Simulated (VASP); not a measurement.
Here is a VASP 6.6.1 calculation.

INCAR

```
SYSTEM = CaS
PREC = Accurate ; ENCUT = 500
EDIFF = 1E-6 ; ISMEAR = 0
SIGMA = 0.01 ; LREAL = .False.
LASPH = .True. ; NELM = 120
ALGO = Normal ; ISIF = 2
LWAVE = .False. ; LCHARG = .False.
GGA = PE ; NBANDS = 15
GGA_COMPAT = .False.
```

File KPOINTS:

```
regular mesh
0
Gamma
  6 6 6
  0 0 0
```

POSCAR

```
CaS
1.0
    0.0000000000      2.8479451031      2.8479451031
    2.8479451031      0.0000000000      2.8479451031
    2.8479451031      2.8479451031      0.0000000000
Ca S
1 1
Direct
    0.0000000000      0.0000000000      0.0000000000
    0.5000000000      0.5000000000      0.5000000000
```

Potentials or basis: VASP PAW PBE potentials, release 64 (Ca_sv, S).

Launch:

```bash
$ cat potpaw_PBE.64/Ca_sv/POTCAR potpaw_PBE.64/S/POTCAR > POTCAR
$ mpirun -np 1 vasp_std > vasp.out
```

Estimate the band gap on the k mesh.

2.36 eV (least direct gap 3.16 eV).

What does it give for the pressure?

0.6 GPa.

A k mesh can miss the band edges.
